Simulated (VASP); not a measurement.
The system is Hf.

```xyz
2
Lattice="3.1967 0.0000 0.0000 -1.5983 2.7684 0.0000 0.0000 0.0000 5.0578" Properties=species:S:1:pos:R:3 pbc="T T T"
Hf    0.0000    1.8456    1.2645
Hf    1.5983    0.9228    3.7934
```

Base run:

* Program: VASP 6.6.1
* Functional: r2SCAN
* Potentials or basis: VASP PAW PBE potentials, release 64 (Hf_pv)
* Cutoff: 520 eV
* k mesh: 13 × 13 × 7
* Occupations: fermi-dirac, width 0.05 eV
* Spin: no spin polarisation

Its results: band gap on the k mesh zero (bands 10 and 11 overlap by 1.82 eV); pressure -0.7 GPa.

Problem. The run is repeated on the same cell with these changes: functional from r2SCAN to LDA; potentials or basis from VASP PAW PBE potentials, release 64 (Hf_pv) to VASP PAW LDA potentials, release 64 (Hf_pv). What comes out?

Solution. Band gap on the k mesh zero (bands 10 and 11 overlap by 1.47 eV); pressure -7.6 GPa.

Caveats: spin-orbit coupling is left out, which moves the levels of the heavy elements; the PAW data sets were made with another functional, which shifts forces and pressure a little (at least some runs); the cell stands under tension (at least some runs).
